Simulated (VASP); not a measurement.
# Tl3S (I4/mmm) in VASP: a series of runs

The runs below take Tl3S through single point, with PBEsol.

Everything below comes from runs of VASP 6.6.1. Logs are shortened: lines on timing, memory, paths and dates and some standing lists are left out, and cuts for length are marked.

### 1 The cell of the first run

The structure is tetragonal, space group I4/mmm (No. 139). The conventional cell has a = 4.702 Å, b = 4.702 Å, c = 10.286 Å, α = 90.00°, β = 90.00°, γ = 90.00°. Within 4.4 Å of Tl (site symmetry 4/mmm) lie 4 S at 3.32 Å and 8 Tl at 3.48 Å. Tl (site symmetry -4m2) has 8 Tl at 3.32 to 3.48 Å and 4 S at 3.48 Å within 4.4 Å. Within 4.4 Å of S (site symmetry 4/mmm) lie 12 Tl at 3.32 to 3.48 Å.

### 2 Single point, PBEsol

INCAR reads:

```
PREC = Accurate
ENCUT = 520
EDIFF = 1E-6
ISMEAR = -1
SIGMA = 0.05
LREAL = F
LASPH = T
NELM = 60
ALGO = Normal
ISIF = 2
LWAVE = F
LCHARG = F
GGA = PS
NBANDS = 30
```

KPOINTS reads:

```
Automatic mesh
0
Gamma
  7 7 7
```

POSCAR reads:

```
Tl3S
1.0
   -2.3509700000      2.3509700000      5.1428010000
    2.3509700000     -2.3509700000      5.1428010000
    2.3509700000      2.3509700000     -5.1428010000
Tl S
3 1
Direct
    0.5000000000      0.5000000000      0.0000000000
    0.2500000000      0.7500000000      0.5000000000
    0.7500000000      0.2500000000      0.5000000000
    0.0000000000      0.0000000000      0.0000000000
```

Potentials or basis: VASP PAW PBE potentials, release 64 (Tl_d, S).

Started as:

```bash
cat potpaw_PBE.64/Tl_d/POTCAR potpaw_PBE.64/S/POTCAR > POTCAR
mpirun -np 1 vasp_std > vasp.out
```

OUTCAR:

```text
PREC = Accurate
   ENCUT = 520
   EDIFF = 1E-6
   ISMEAR = -1
   LREAL = F
   LASPH = T
   NELM = 60
   ISIF = 2
   GGA = PS

 ion  position               nearest neighbor table
   1  0.500  0.500  0.000-   4 3.32   4 3.32   4 3.32   4 3.32   2 3.48   2 3.48   3 3.48   3 3.48
                             3 3.48   2 3.48   3 3.48   2 3.48
   2  0.250  0.750  0.500-   3 3.32   3 3.32   3 3.32   3 3.32   1 3.48   1 3.48   1 3.48   1 3.48

   3  0.750  0.250  0.500-   2 3.32   2 3.32   2 3.32   2 3.32   1 3.48   1 3.48   1 3.48   1 3.48

   4  0.000  0.000  0.000-   1 3.32   1 3.32   1 3.32   1 3.32

  LATTYP: Found a body centered tetragonal cell.
 ALAT       =     4.7019400000
 C/A-ratio  =     2.1875230224

  Lattice vectors:

 A1 = (  -2.3509700000,   2.3509700000,   5.1428010000)
 A2 = (   2.3509700000,  -2.3509700000,   5.1428010000)
 A3 = (   2.3509700000,   2.3509700000,  -5.1428010000)

Analysis of symmetry for initial positions (statically):
=====================================================================
 Subroutine PRICEL returns:
 Original cell was already a primitive cell.

 Routine SETGRP: Setting up the symmetry group for a
 body centered tetragonal supercell.

 Subroutine GETGRP returns: Found 16 space group operations
 (whereof 16 operations were pure point group operations)
 out of a pool of 16 trial point group operations.

The static configuration has the point symmetry D_4h.

Analysis of symmetry for dynamics (positions and initial velocities):
=====================================================================
 Subroutine PRICEL returns:
 Original cell was already a primitive cell.

 Routine SETGRP: Setting up the symmetry group for a
 body centered tetragonal supercell.

 Subroutine GETGRP returns: Found 16 space group operations
 (whereof 16 operations were pure point group operations)
 out of a pool of 16 trial point group operations.

The dynamic configuration has the point symmetry D_4h.

 Subroutine INISYM returns: Found 16 space group operations
 (whereof 16 operations are pure point group operations),
 and found     1 'primitive' translations

----------------------------------------------------------------------------------------

                                     Primitive cell

  volume of cell :     113.6983

  direct lattice vectors                    reciprocal lattice vectors
    -2.350970000  2.350970000  5.142801000     0.000000000  0.212678171  0.097223284
     2.350970000 -2.350970000  5.142801000     0.212678171  0.000000000  0.097223284
     2.350970000  2.350970000 -5.142801000     0.212678171  0.212678171  0.000000000

  length of vectors
     6.123930275  6.123930275  6.123930275     0.233846897  0.233846897  0.300772354

  position of ions in fractional coordinates (direct lattice)
     0.500000000  0.500000000  0.000000000
     0.250000000  0.750000000  0.500000000
     0.750000000  0.250000000  0.500000000
     0.000000000  0.000000000  0.000000000

  ion indices of the primitive-cell ions
   primitive index   ion index
                 1           1
                 2           2
                 3           3
                 4           4

----------------------------------------------------------------------------------------

 KPOINTS: Automatic mesh

Automatic generation of k-mesh.
 Grid dimensions read from file:
 generate k-points for:    7    7    7

 Generating k-lattice:

  Cartesian coordinates                     Fractional coordinates (reciprocal lattice)
     0.000000000  0.030382596  0.013889041     0.142857143  0.000000000  0.000000000
     0.030382596  0.000000000  0.013889041     0.000000000  0.142857143  0.000000000
     0.030382596  0.030382596  0.000000000     0.000000000  0.000000000  0.142857143

  Length of vectors
     0.033406700  0.033406700  0.042967479

  Shift w.r.t. Gamma in fractional coordinates (k-lattice)
     0.000000000  0.000000000  0.000000000

 Subroutine IBZKPT returns following result:
 ===========================================

 Found     40 irreducible k-points:

 Following reciprocal coordinates:
            Coordinates               Weight
  0.000000  0.000000  0.000000      1.000000
  0.142857  0.000000  0.000000      8.000000
  0.285714  0.000000  0.000000      8.000000
  0.428571  0.000000 -0.000000      8.000000
  0.142857  0.142857  0.000000      8.000000
  0.285714  0.142857 -0.000000     16.000000
[... 16 lines left out ...]
 -0.142857  0.285714  0.142857      8.000000
 -0.428571  0.428571  0.142857      8.000000
 [... further k-points ...]
   k-points           NKPTS =     40   k-points in BZ     NKDIM =     40   number of bands    NBANDS=     30
   number of dos      NEDOS =    301   number of ions     NIONS =      4
   total plane-waves  NPLWV = 110592
   dimension x,y,z NGX =    48 NGY =   48 NGZ =   48
   dimension x,y,z NGXF=    96 NGYF=   96 NGZF=   96
   ions per type =               3   1
   NGX,Y,Z   is equivalent  to a cutoff of  13.03, 13.03, 13.03 a.u.
   NGXF,Y,Z  is equivalent  to a cutoff of  26.06, 26.06, 26.06 a.u.
 SYSTEM =  unknown system
   PREC   = accura    normal or accurate (medium, high low for compatibility)
   ISTART =      0    job   : 0-new  1-cont  2-samecut
   ICHARG =      2    charge: 1-file 2-atom 10-const
   ISPIN  =      1    spin polarized calculation?
   LNONCOLLINEAR =      F non collinear calculations
   LSORBIT =      F    spin-orbit coupling
   LASPH  =      T    aspherical Exc in radial PAW
   ENCUT  =  520.0 eV  38.22 Ry    6.18 a.u.  11.39 11.39 11.39*2*pi/ulx,y,z
   NELM   =     60;   NELMIN=  2; NELMDL= -5     # of ELM steps
   EDIFF  = 0.1E-05   stopping-criterion for ELM
   LREAL  =      F    real-space projection
   EDIFFG = 0.1E-04   stopping-criterion for IOM
   NSW    =      0    number of steps for IOM
   IBRION =     -1    ionic relax: 0-MD 1-quasi-New 2-CG
   NFREE  =      0    steps in history (QN), initial steepest desc. (CG)
   ISIF   =      2    stress and relaxation
   ISYM   =      2    0-nonsym 1-usesym 2-fastsym
   POTIM  = 0.5000    time-step for ionic-motion
   TEBEG  =    0.0;   TEEND  =   0.0 temperature during run
   PSTRESS=    0.0 pullay stress
   NELECT =      45.0000    total number of electrons
   NUPDOWN=      -1.0000    fix difference up-down
   EMIN   =  10.00;   EMAX   =-10.00  energy-range for DOS
   EFERMI =   0.00;   METHOD = LEGACY
   ISMEAR =    -1;   SIGMA  =   0.05  broadening in eV -4-tet -1-fermi 0-gaus
   EFERMI_NEDOS =   21; number of points for ismear=-14 and -15
   IALGO  =     38    algorithm
   IMIX   =      4    mixing-type and parameters
     AMIX     =   0.40;   BMIX     =  1.00
     AMIX_MAG =   1.60;   BMIX_MAG =  1.00
  volume/ion in A,a.u.               =      28.42       191.82
  Fermi-wavevector in a.u.,A,eV,Ry     =   1.201972  2.271398 19.656838  1.444737
  Thomas-Fermi vector in A             =   2.337766
   LORBIT       =      0    0 simple, 1 ext, 2 COOP (PROOUT), +10 PAW based schemes
   GGA     = PS    functional components
   LHFCALC =     F    Hartree Fock is set to
   AEXX    =    0.0000 exact exchange contribution
   IVDW    =     0    specifies the selected vdW correction
   LEPSILON=     F    determine dielectric tensor
   LRPA    =     F    only Hartree local field effects (RPA)
 non-spin polarized calculation
  energy-cutoff  :      520.00
  volume of cell :      113.70
 maximum number of plane-waves:      3083
 NGX is ok and might be reduce to    48
   NGX = 23   NGY = 23   NGZ = 23

 number of electron      44.9999998 magnetization

 Free energy of the ion-electron system (eV)
  ---------------------------------------------------
  ext. energy  EPLUGINS =         0.00000000
  ---------------------------------------------------
  free energy    TOTEN  =       -12.61665114 eV

  energy without entropy =      -12.60200607  energy(sigma->0) =      -12.60932860

 E-fermi :   5.2288     XC(G=0):  -9.9340

 val. band max:        5.2221040627   @ k =  -0.4286   0.1429   0.0000
 cond. band min:       5.2551361338   @ k =  -0.4286   0.4286   0.1429
 fundamental gap:      0.0330320711
 Fermi energy:         5.2287786500

 k-point     1 :       0.0000    0.0000    0.0000
  band No.  band energies     occupation
      1      -6.7421      2.00000
      2      -6.6678      2.00000
      3      -6.4641      2.00000
      4      -6.3765      2.00000
      5      -6.2629      2.00000
      6      -6.2629      2.00000
[... 22 lines left out ...]
     29      11.8909      0.00000
     30      12.8678      0.00000

 k-point     2 :       0.1429    0.0000    0.0000
  band No.  band energies     occupation
      1      -6.7023      2.00000
      2      -6.6275      2.00000
      3      -6.4327      2.00000
      4      -6.3455      2.00000
      5      -6.2780      2.00000
      6      -6.2571      2.00000
[... 22 lines left out ...]
     29      11.6617      0.00000
     30      12.7473      0.00000

 k-point     3 :       0.2857    0.0000    0.0000
  band No.  band energies     occupation
      1      -6.6233      2.00000
      2      -6.5119      2.00000
      3      -6.3477      2.00000
      4      -6.3019      2.00000
      5      -6.2866      2.00000
      6      -6.2106      2.00000
[... 22 lines left out ...]
     29      11.2224      0.00000
     30      11.5145      0.00000

 k-point     4 :       0.4286    0.0000   -0.0000
  band No.  band energies     occupation
      1      -6.5416      2.00000
      2      -6.3501      2.00000
      3      -6.3131      2.00000
      4      -6.3033      2.00000
      5      -6.2284      2.00000
      6      -6.1937      2.00000
[... 616 lines left out ...]
     29      10.9239      0.00000
     30      12.0236      0.00000

 k-point    23 :      -0.1429    0.2857    0.1429
  band No.  band energies     occupation
      1      -6.5510      2.00000
      2      -6.3374      2.00000
      3      -6.2934      2.00000
      4      -6.2792      2.00000
      5      -6.2374      2.00000
      6      -6.1877      2.00000
[... 22 lines left out ...]
     29      10.7046      0.00000
     30      11.4076      0.00000

 k-point    24 :      -0.4286    0.4286    0.1429
  band No.  band energies     occupation
      1      -6.7004      2.00000
      2      -6.4641      2.00000
      3      -6.3559      2.00000
      4      -6.3451      2.00000
      5      -6.2726      2.00000
      6      -6.2202      2.00000
[... 22 lines left out ...]
     29      11.3938      0.00000
     30      12.3537      0.00000

 [... further k-points ...]
[... 5 lines left out ...]
  --------------------------------------------------------------------------------------
  -------------------------------------------------------------------------------------
  Total       -1.9979994     -1.9979994     -2.1743302      0.0000000      0.0000000      0.0000000
  in kB      -28.1547741    -28.1547741    -30.6395369      0.0000000      0.0000000      0.0000000
  external PRESSURE =     -28.9830284 kB  Pullay stress =       0.0000000 kB

 VOLUME and BASIS-vectors are now :
 -----------------------------------------------------------------------------
  energy-cutoff  :      520.00
  volume of cell :      113.70
      direct lattice vectors                 reciprocal lattice vectors
    -2.350970000  2.350970000  5.142801000     0.000000000  0.212678171  0.097223284
     2.350970000 -2.350970000  5.142801000     0.212678171  0.000000000  0.097223284
     2.350970000  2.350970000 -5.142801000     0.212678171  0.212678171  0.000000000

 POSITION                                       TOTAL-FORCE (eV/Angst)
 -----------------------------------------------------------------------------------
      0.00000      0.00000      5.14280         0.000000      0.000000     -0.000000
      2.35097      0.00000      2.57140        -0.000000      0.000000      0.000000
      0.00000      2.35097      2.57140         0.000000     -0.000000     -0.000000
      0.00000      0.00000      0.00000         0.000000      0.000000     -0.000000
 -----------------------------------------------------------------------------------
    total drift:                                0.000000     -0.000000      0.000000

  FREE ENERGIE OF THE ION-ELECTRON SYSTEM (eV)
  ---------------------------------------------------
  free  energy   TOTEN  =       -12.6166511430 eV

  energy  without entropy=      -12.6020060652  energy(sigma->0) =      -12.60932860
```

It took 83 s on 1 thread of Intel Xeon 6975P-C (Granite Rapids), shared host; peak memory 0.37 GiB.

What came out:

```
Free energy            : -12.6167 eV
Pressure               : -2.9 GPa
Band gap on the k mesh : zero (an odd number of electrons rules out a gap without spin polarisation)
```

Levels at points of the mesh, in eV from the Fermi level:
```tsv
k point	band 18	band 19	band 20	band 21	band 22	band 23	band 24	band 25	band 26	band 27
(0.00, 0.00, 0.00)	-3.85	-3.01	-2.98	-1.89	-1.89	0.40	0.40	0.68	2.59	3.92
```

Caveat: the PAW data sets were made with another functional, which shifts forces and pressure a little; spin-orbit coupling is left out, which moves the levels of the heavy elements.

### 3 Single point, PBEsol

INCAR reads:

```
SYSTEM = Tl3S
PREC = Accurate
ENCUT = 520
EDIFF = 1E-6
ISMEAR = -1
SIGMA = 0.025
LREAL = .FALSE.
LASPH = .TRUE.
NELM = 80
ALGO = Normal
ISIF = 2
LWAVE = .FALSE.
LCHARG = .FALSE.
GGA = PS
NBANDS = 30
```

KPOINTS reads:

```
regular mesh
0
G
  7 7 7
  0 0 0
```

POSCAR is that of step 2.

Potentials or basis: VASP PAW PBE potentials, release 64 (Tl_d, S).

Started as:

```bash
cat potpaw_PBE.64/Tl_d/POTCAR potpaw_PBE.64/S/POTCAR > POTCAR
mpirun -np 1 vasp_std > vasp.out
```

It took 71 s on 1 thread of Intel Xeon 6975P-C (Granite Rapids), shared host; peak memory 0.37 GiB.

Results (log left out):

| Property | Result |
| --- | --- |
| Free energy | -12.6099 eV |
| Pressure | -2.9 GPa |
| Band gap on the k mesh | zero (an odd number of electrons rules out a gap without spin polarisation) |

Stress tensor (GPa, compression positive):
```
-2.80  0.00  0.00
 0.00 -2.80  0.00
 0.00  0.00 -3.11
```

Levels at points of the mesh, in eV from the Fermi level:
```csv
k point,band 20,band 21,band 22,band 23,band 24,band 25
"(0.00, 0.00, 0.00)",-2.98,-1.88,-1.88,0.40,0.40,0.68
```

Caveat: the PAW data sets were made with another functional, which shifts forces and pressure a little; spin-orbit coupling is left out, which moves the levels of the heavy elements.

The gap in the log of VASP goes by the Fermi energy; the results here count the filled bands.